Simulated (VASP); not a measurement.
Runs of VASP 6.6.1 on AgO. The structure is that of space group F-43m (No. 216), or close to it. The cells are those of the table. 

| cell | gap on the mesh (eV) | pressure (GPa) | moment (μB) |
| --- | --- | --- | --- |
| a = 3.483 Å, angles 60.0°, 2 atoms | none | (a) | 0.00 |
| a = 3.544 Å, angles 60.0°, 2 atoms | none | -1.7 | 0.00 |
| a = 3.518 Å, angles 60.0°, 2 atoms | none | (b) | 0.01 |
| a = 3.437 Å, angles 60.0°, 2 atoms | none | 9.6 | 0.02 |

Alike in all rows: task single point; level r2SCAN; potentials or basis VASP PAW PBE potentials, release 64 (Ag, O); spin collinear, ferromagnetic start; k mesh 14 × 14 × 14; cutoff (eV) 520; smearing gaussian 0.1 eV.

Fill in the values left out.

(a) 4.1; (b) 0.6.

Caveats: the PAW data sets were made with another functional, which shifts forces and pressure a little; the cell stands under pressure (at least some runs).

A k mesh can miss the band edges, and the runs leave out spin-orbit coupling on Ag.

A gap of «none» marks levels without a gap at the run's occupations.
